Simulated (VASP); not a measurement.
# Ru (P6_3/mmc) in VASP: notebook

The runs below take Ru through single point, with PBEsol.

All numbers are computed with VASP 6.6.1; they aren't measurements. Logs are shortened: lines on timing, memory, paths and dates and some standing lists are left out, and cuts for length are marked.

## (1) The cell of the first run

Symmetry: P6_3/mmc, No. 194, hexagonal system. Conventional cell: a = 2.690 Å, b = 2.690 Å, c = 4.039 Å, α = 90.00°, β = 90.00°, γ = 120.00°. Within 3.4 Å of Ru (site symmetry -6m2) lie 12 Ru at 2.55 to 2.69 Å.

## (2) Single point, PBEsol (strain +0.000 along x and y, -0.050 along z)

Input file INCAR:

```
PREC     = Accurate       # precision mode
ENCUT    = 520            # plane-wave cutoff, eV
EDIFF    = 1E-6           # SCF threshold, eV
ISMEAR   = 0              # smearing method
SIGMA    = 0.15           # smearing width, eV
LREAL    = False          # projectors in reciprocal space
LASPH    = True           # aspherical terms in the spheres
NELM     = 60             # most SCF steps
ALGO     = Fast           # electronic algorithm
ISIF     = 2              # what is computed and relaxed
LWAVE    = False          # write WAVECAR
LCHARG   = False          # write CHGCAR
GGA      = PS             # functional
NBANDS   = 21             # bands
```

Input file KPOINTS:

```
Automatic mesh
0
Gamma
  24 24 14
```

Input file POSCAR:

```
Ru
1.0
    2.6895239996      0.0000000000      0.0000000000
   -1.3447619998      2.3291961077      0.0000000000
    0.0000000000      0.0000000000      4.0393249033
Ru
2
Direct
    0.3333333333      0.6666666667      0.2500000000
    0.6666666667      0.3333333333      0.7500000000
```

Potentials or basis: VASP PAW PBE potentials, release 64 (Ru_pv).

Started as:

```sh
cat potpaw_PBE.64/Ru_pv/POTCAR > POTCAR
mpirun -np 1 vasp_std > vasp.out
```

OUTCAR:

```text
PREC = Accurate
   ENCUT = 520
   EDIFF = 1E-6
   ISMEAR = 0
   LREAL = False
   LASPH = True
   NELM = 60
   ISIF = 2
   GGA = PS

 ion  position               nearest neighbor table
   1  0.333  0.667  0.250-   2 2.55   2 2.55   2 2.55   2 2.55   2 2.55   2 2.55
   2  0.667  0.333  0.750-   1 2.55   1 2.55   1 2.55   1 2.55   1 2.55   1 2.55

  LATTYP: Found a hexagonal cell.
 ALAT       =     2.6895239996
 C/A-ratio  =     1.5018735300

  Lattice vectors:

 A1 = (   2.6895239996,   0.0000000000,   0.0000000000)
 A2 = (  -1.3447619998,   2.3291961077,   0.0000000000)
 A3 = (   0.0000000000,   0.0000000000,   4.0393249033)

Analysis of symmetry for initial positions (statically):
=====================================================================
 Subroutine PRICEL returns:
 Original cell was already a primitive cell.

 Routine SETGRP: Setting up the symmetry group for a
 hexagonal supercell.

 Subroutine GETGRP returns: Found 24 space group operations
 (whereof 12 operations were pure point group operations)
 out of a pool of 24 trial point group operations.

The static configuration has the point symmetry D_3d.
 The point group associated with its full space group is D_6h.

Analysis of symmetry for dynamics (positions and initial velocities):
=====================================================================
 Subroutine PRICEL returns:
 Original cell was already a primitive cell.

 Routine SETGRP: Setting up the symmetry group for a
 hexagonal supercell.

 Subroutine GETGRP returns: Found 24 space group operations
 (whereof 12 operations were pure point group operations)
 out of a pool of 24 trial point group operations.

The dynamic configuration has the point symmetry D_3d.
 The point group associated with its full space group is D_6h.

 Subroutine INISYM returns: Found 24 space group operations
 (whereof 12 operations are pure point group operations),
 and found     1 'primitive' translations

----------------------------------------------------------------------------------------

                                     Primitive cell

  volume of cell :      25.3041

  direct lattice vectors                    reciprocal lattice vectors
     2.689524000  0.000000000  0.000000000     0.371813005  0.214666338  0.000000000
    -1.344762000  2.329196108  0.000000000     0.000000000  0.429332677  0.000000000
     0.000000000  0.000000000  4.039324903     0.000000000  0.000000000  0.247566122

  length of vectors
[... 76 lines left out ...]
   ISPIN  =      1    spin polarized calculation?
   LNONCOLLINEAR =      F non collinear calculations
   LSORBIT =      F    spin-orbit coupling
   LASPH  =      T    aspherical Exc in radial PAW
   ENCUT  =  520.0 eV  38.22 Ry    6.18 a.u.   5.00  5.00  7.51*2*pi/ulx,y,z
   NELM   =     60;   NELMIN=  2; NELMDL= -5     # of ELM steps
   EDIFF  = 0.1E-05   stopping-criterion for ELM
   LREAL  =      F    real-space projection
   EDIFFG = 0.1E-04   stopping-criterion for IOM
   NSW    =      0    number of steps for IOM
   IBRION =     -1    ionic relax: 0-MD 1-quasi-New 2-CG
   NFREE  =      0    steps in history (QN), initial steepest desc. (CG)
   ISIF   =      2    stress and relaxation
   ISYM   =      2    0-nonsym 1-usesym 2-fastsym
   POTIM  = 0.5000    time-step for ionic-motion
   TEBEG  =    0.0;   TEEND  =   0.0 temperature during run
   PSTRESS=    0.0 pullay stress
   NELECT =      28.0000    total number of electrons
   NUPDOWN=      -1.0000    fix difference up-down
   EMIN   =  10.00;   EMAX   =-10.00  energy-range for DOS
   EFERMI =   0.00;   METHOD = LEGACY
   ISMEAR =     0;   SIGMA  =   0.15  broadening in eV -4-tet -1-fermi 0-gaus
   EFERMI_NEDOS =   21; number of points for ismear=-14 and -15
   IALGO  =     68    algorithm
   IMIX   =      4    mixing-type and parameters
     AMIX     =   0.40;   BMIX     =  1.00
     AMIX_MAG =   1.60;   BMIX_MAG =  1.00
  volume/ion in A,a.u.               =      12.65        85.38
  Fermi-wavevector in a.u.,A,eV,Ry     =   1.693288  3.199850 39.010940  2.867223
  Thomas-Fermi vector in A             =   2.774721
   LORBIT       =      0    0 simple, 1 ext, 2 COOP (PROOUT), +10 PAW based schemes
   GGA     = PS    functional components
   LHFCALC =     F    Hartree Fock is set to
   AEXX    =    0.0000 exact exchange contribution
   IVDW    =     0    specifies the selected vdW correction
   LEPSILON=     F    determine dielectric tensor
   LRPA    =     F    only Hartree local field effects (RPA)
 non-spin polarized calculation
 RMM-DIIS sequential band-by-band and
 Gauss-broadening in eV      SIGMA  =   0.15
  energy-cutoff  :      520.00
  volume of cell :       25.30
 maximum number of plane-waves:       711
 NGX is ok and might be reduce to    20
   NGX =  9   NGY =  9   NGZ = 15

 number of electron      28.0000008 magnetization

 Free energy of the ion-electron system (eV)
  ---------------------------------------------------
  ext. energy  EPLUGINS =         0.00000000
  ---------------------------------------------------
  free energy    TOTEN  =       -20.18710371 eV

  energy without entropy =      -20.17037613  energy(sigma->0) =      -20.17873992

 E-fermi :  14.0644     XC(G=0): -14.7164

 val. band max:       14.0576713305   @ k =   0.2083   0.0833   0.1429
 cond. band min:      14.0657382054   @ k =   0.1667   0.1250   0.2143
 fundamental gap:      0.0080668749
 Fermi energy:        14.0643872367

 k-point     1 :       0.0000    0.0000    0.0000
  band No.  band energies     occupation
      1     -29.9532      2.00000
      2     -28.7675      2.00000
      3     -28.7675      2.00000
      4     -28.4918      2.00000
      5     -28.4918      2.00000
      6     -28.3575      2.00000
[... 565 lines left out ...]
     20      25.7844      0.00000
     21      26.7142      0.00000

 [... further k-points ...]
[... 5 lines left out ...]
  --------------------------------------------------------------------------------------
  -------------------------------------------------------------------------------------
  Total        1.9812710      1.9812710      6.6165080      0.0000000     -0.0000000     -0.0000000
  in kB      125.4481332    125.4481331    418.9374233      0.0000000     -0.0000000     -0.0000000
  external PRESSURE =     223.2778965 kB  Pullay stress =       0.0000000 kB

 VOLUME and BASIS-vectors are now :
 -----------------------------------------------------------------------------
  energy-cutoff  :      520.00
  volume of cell :       25.30
      direct lattice vectors                 reciprocal lattice vectors
     2.689524000  0.000000000  0.000000000     0.371813005  0.214666338  0.000000000
    -1.344762000  2.329196108  0.000000000     0.000000000  0.429332677  0.000000000
     0.000000000  0.000000000  4.039324903     0.000000000  0.000000000  0.247566122

 POSITION                                       TOTAL-FORCE (eV/Angst)
 -----------------------------------------------------------------------------------
     -0.00000      1.55280      1.00983         0.000000      0.000000      0.000000
      1.34476      0.77640      3.02949         0.000000     -0.000000      0.000000
 -----------------------------------------------------------------------------------
    total drift:                               -0.000000      0.000000     -0.000000

  FREE ENERGIE OF THE ION-ELECTRON SYSTEM (eV)
  ---------------------------------------------------
  free  energy   TOTEN  =       -20.1871037136 eV

  energy  without entropy=      -20.1703761276  energy(sigma->0) =      -20.17873992
```

stdout:

```text
POSCAR found type information on POSCAR Ru
 POSCAR found :  1 types and       2 ions
 scaLAPACK will be used
 -----------------------------------------------------------------------------
|                                                                             |
|                                                                             |
|     You enforced a specific xc type in the INCAR file but a different       |
|     I HOPE YOU KNOW WHAT YOU ARE DOING!                                     |
|                                                                             |
 -----------------------------------------------------------------------------

 LDA part: xc-table for (Slater+PW92), standard interpolation
 POSCAR, INCAR and KPOINTS ok, starting setup
 FFT: planning ... GRIDC
 FFT: planning ... GRID_SOFT
 FFT: planning ... GRID
 WAVECAR not read
 entering main loop
```

Wall time 5 min (1 thread of Intel Xeon 8259CL, shared host); peak memory 0.3 GiB.

What came out:

```
Free energy            : -20.1871 eV
Pressure               : 22.3 GPa
Band gap on the k mesh : zero (bands 14 and 15 overlap by 3.59 eV)
```

Caveat: the cell differs from its parent crystal (strain +0.000 along x and y, -0.050 along z); the stress differs along the axes, from 13 to 42 GPa; the PAW data sets were made with another functional, which shifts forces and pressure a little.

## (3) Single point, PBEsol (strain -0.025 along x and y, +0.000 along z)

Input file INCAR:

```
PREC = Accurate
ENCUT = 520
EDIFF = 1E-7
ISMEAR = 0
SIGMA = 0.15
LREAL = False
LASPH = True
NELM = 60
ALGO = Fast
ISIF = 2
LWAVE = False
LCHARG = False
GGA = PS
NBANDS = 21
```

Input file KPOINTS:

```
regular mesh
0
Gamma
  24 24 14
```

Input file POSCAR:

```
Ru
1.0
    2.6222858996      0.0000000000      0.0000000000
   -1.3111429498      2.2709662050      0.0000000000
    0.0000000000      0.0000000000      4.2519209508
Ru
2
Direct
    0.3333333333      0.6666666667      0.2500000000
    0.6666666667      0.3333333333      0.7500000000
```

Potentials or basis: VASP PAW PBE potentials, release 64 (Ru_pv).

Started as:

```sh
cat potpaw_PBE.64/Ru_pv/POTCAR > POTCAR
mpirun -np 1 vasp_std > vasp.out
```

OUTCAR:

```text
PREC = Accurate
   ENCUT = 520
   EDIFF = 1E-7
   ISMEAR = 0
   LREAL = False
   LASPH = True
   NELM = 60
   ISIF = 2
   GGA = PS

 ion  position               nearest neighbor table
   1  0.333  0.667  0.250-   2 2.61   2 2.61   2 2.61   2 2.61   2 2.61   2 2.61
   2  0.667  0.333  0.750-   1 2.61   1 2.61   1 2.61   1 2.61   1 2.61   1 2.61

  LATTYP: Found a hexagonal cell.
 ALAT       =     2.6222858996
 C/A-ratio  =     1.6214559028

  Lattice vectors:

 A1 = (   2.6222858996,   0.0000000000,   0.0000000000)
 A2 = (  -1.3111429498,   2.2709662050,   0.0000000000)
 A3 = (   0.0000000000,   0.0000000000,   4.2519209508)

Analysis of symmetry for initial positions (statically):
=====================================================================
 Subroutine PRICEL returns:
 Original cell was already a primitive cell.

 Routine SETGRP: Setting up the symmetry group for a
 hexagonal supercell.

 Subroutine GETGRP returns: Found 24 space group operations
 (whereof 12 operations were pure point group operations)
 out of a pool of 24 trial point group operations.

The static configuration has the point symmetry D_3d.
[... 155 lines left out ...]
 number of electron      27.9999995 magnetization

 Free energy of the ion-electron system (eV)
  ---------------------------------------------------
  ext. energy  EPLUGINS =         0.00000000
  ---------------------------------------------------
  free energy    TOTEN  =       -20.25140872 eV

  energy without entropy =      -20.23294134  energy(sigma->0) =      -20.24217503

 E-fermi :  14.0310     XC(G=0): -14.7184

 val. band max:       14.0275460711   @ k =   0.2500   0.0833   0.0000
 cond. band min:      14.0331805816   @ k =   0.3333   0.1667   0.2857
 fundamental gap:      0.0056345106
 Fermi energy:        14.0310009229

 k-point     1 :       0.0000    0.0000    0.0000
  band No.  band energies     occupation
      1     -29.8285      2.00000
      2     -28.6533      2.00000
      3     -28.6533      2.00000
      4     -28.4670      2.00000
      5     -28.4670      2.00000
      6     -28.4562      2.00000
[... 565 lines left out ...]
     20      26.4236      0.00000
     21      27.5680      0.00000

 [... further k-points ...]
[... 5 lines left out ...]
  --------------------------------------------------------------------------------------
  -------------------------------------------------------------------------------------
  Total        3.8944612      3.8944612      1.6342374     -0.0000000     -0.0000000      0.0000000
  in kB      246.4234712    246.4234712    103.4069728     -0.0000000     -0.0000000      0.0000000
  external PRESSURE =     198.7513051 kB  Pullay stress =       0.0000000 kB

 VOLUME and BASIS-vectors are now :
 -----------------------------------------------------------------------------
  energy-cutoff  :      520.00
  volume of cell :       25.32
      direct lattice vectors                 reciprocal lattice vectors
     2.622285900  0.000000000  0.000000000     0.381346672  0.220170604  0.000000000
    -1.311142950  2.270966205  0.000000000     0.000000000  0.440341207  0.000000000
     0.000000000  0.000000000  4.251920951     0.000000000  0.000000000  0.235187815

 POSITION                                       TOTAL-FORCE (eV/Angst)
 -----------------------------------------------------------------------------------
     -0.00000      1.51398      1.06298        -0.000000      0.000000      0.000000
      1.31114      0.75699      3.18894         0.000000      0.000000      0.000000
 -----------------------------------------------------------------------------------
    total drift:                               -0.000000      0.000000     -0.000000

  FREE ENERGIE OF THE ION-ELECTRON SYSTEM (eV)
  ---------------------------------------------------
  free  energy   TOTEN  =       -20.2514087174 eV

  energy  without entropy=      -20.2329413393  energy(sigma->0) =      -20.24217503
```

OSZICAR:

```text
N       E                     dE             d eps       ncg     rms          rms(c)
DAV:   1     0.287432694382E+03    0.28743E+03   -0.17536E+04 20552   0.150E+03
DAV:   2    -0.157824294302E+02   -0.30322E+03   -0.29366E+03 20886   0.449E+02
DAV:   3    -0.217219373757E+02   -0.59395E+01   -0.59052E+01 24186   0.705E+01
DAV:   4    -0.217642563527E+02   -0.42319E-01   -0.42246E-01 25160   0.575E+00
DAV:   5    -0.217647783845E+02   -0.52203E-03   -0.51826E-03 23408   0.580E-01    0.228E+01
RMM:   6    -0.203782120818E+02    0.13866E+01   -0.28466E+00 21223   0.142E+01    0.663E+00
RMM:   7    -0.202610140914E+02    0.11720E+00   -0.45855E-01 22805   0.512E+00    0.114E+00
RMM:   8    -0.202528524873E+02    0.81616E-02   -0.25544E-02 23322   0.155E+00    0.613E-01
RMM:   9    -0.202513898582E+02    0.14626E-02   -0.32306E-03 23610   0.523E-01    0.946E-02
RMM:  10    -0.202514036226E+02   -0.13764E-04   -0.54131E-04 24102   0.225E-01    0.328E-02
RMM:  11    -0.202514083371E+02   -0.47144E-05   -0.97762E-05 25503   0.745E-02    0.136E-02
RMM:  12    -0.202514097133E+02   -0.13763E-05   -0.13722E-05 26007   0.316E-02    0.566E-03
RMM:  13    -0.202514086288E+02    0.10845E-05   -0.36772E-06 24668   0.183E-02    0.621E-04
RMM:  14    -0.202514087592E+02   -0.13042E-06   -0.75907E-07 21716   0.755E-03    0.345E-04
RMM:  15    -0.202514087174E+02    0.41771E-07   -0.10141E-07 15913   0.306E-03
   1 F= -.20251409E+02 E0= -.20242175E+02  d E =-.184674E-01
```

Run time: 5.2 min. Hardware: 1 thread of Intel Xeon 8259CL, shared host; peak memory 0.3 GiB.

Results:

| Item | Value |
| --- | --- |
| Free energy | -20.2514 eV |
| Pressure | 19.9 GPa |
| Band gap on the k mesh | zero (bands 14 and 15 overlap by 3.68 eV) |

Caveat: the cell differs from its parent crystal (strain -0.025 along x and y, +0.000 along z); the stress differs along the axes, from 10 to 25 GPa; the PAW data sets were made with another functional, which shifts forces and pressure a little.

## (4) Single point, PBEsol (strain +0.000 along x and y, -0.025 along z)

Input file INCAR:

```
PREC = Accurate ; ENCUT = 520
EDIFF = 1E-7 ; ISMEAR = 0
SIGMA = 0.15 ; LREAL = F
LASPH = T ; NELM = 80
ALGO = Fast ; ISIF = 2
LWAVE = F ; LCHARG = F
GGA = PS ; NBANDS = 21
```

KPOINTS is that of step 3.

Input file POSCAR:

```
Ru
1.0
    2.6895239996      0.0000000000      0.0000000000
   -1.3447619998      2.3291961077      0.0000000000
    0.0000000000      0.0000000000      4.1456229270
Ru
2
Direct
    0.3333333333      0.6666666667      0.2500000000
    0.6666666667      0.3333333333      0.7500000000
```

Started as:

```sh
cat potpaw_PBE.64/Ru_pv/POTCAR > POTCAR
mpirun -np 1 vasp_std > vasp.out
```

Wall time 5.4 min (1 thread of Intel Xeon 8259CL, shared host); peak memory 0.31 GiB.

It converged, with:

```
Free energy            : -20.3123 eV
Pressure               : 10.1 GPa
Band gap on the k mesh : zero (bands 14 and 15 overlap by 3.48 eV)
```

Stress tensor (GPa, compression positive):
```
 5.75  0.00  0.00
 0.00  5.75  0.00
 0.00  0.00 18.75
```

Levels at points of the mesh, in eV from the Fermi level:
| k point | band 12 | band 13 | band 14 | band 15 | band 16 | band 17 |
| --- | --- | --- | --- | --- | --- | --- |
| (0.00, 0.00, 0.00) | -2.04 | -2.04 | -1.72 | -1.72 | 1.25 | 1.25 |
| (0.50, 0.00, 0.00) | -2.01 | -1.49 | 1.36 | 1.88 | 2.19 | 4.22 |
| (0.00, 0.00, 0.50) | -3.09 | -2.75 | -2.75 | 0.61 | 0.61 | 0.61 |
| (0.50, 0.00, 0.50) | -1.26 | 0.43 | 0.43 | 1.68 | 1.68 | 3.50 |

Caveat: the cell differs from its parent crystal (strain +0.000 along x and y, -0.025 along z); the stress differs along the axes, from 6 to 19 GPa; the PAW data sets were made with another functional, which shifts forces and pressure a little.

## (5) Overview

```csv
cell,further INCAR settings,gap on the mesh (eV),pressure (GPa)
"a = 2.690, b = 2.690, c = 4.039 Å, angles 90.0, 90.0, 120.0°, 2 atoms",ALGO = Fast; EDIFF = 1e-06; NBANDS = 21,none,22.3
"a = 2.622, b = 2.622, c = 4.252 Å, angles 90.0, 90.0, 120.0°, 2 atoms",ALGO = Fast; EDIFF = 1e-07; NBANDS = 21,none,19.9
"a = 2.690, b = 2.690, c = 4.146 Å, angles 90.0, 90.0, 120.0°, 2 atoms",ALGO = Fast; EDIFF = 1e-07; NBANDS = 21,none,10.1
```

Alike in all rows: task single point; level PBEsol; potentials or basis VASP PAW PBE potentials, release 64 (Ru_pv); no spin polarisation; k mesh 24 × 24 × 14; cutoff (eV) 520; smearing gaussian 0.15 eV.

Caveats: the PAW data sets were made with another functional, which shifts forces and pressure a little; the stress differs along the axes, from 13 to 42 GPa (at least some runs); the stress differs along the axes, from 10 to 25 GPa (at least some runs); the stress differs along the axes, from 6 to 19 GPa (at least some runs).

Absolute energies hang on the potentials; compare differences alone.
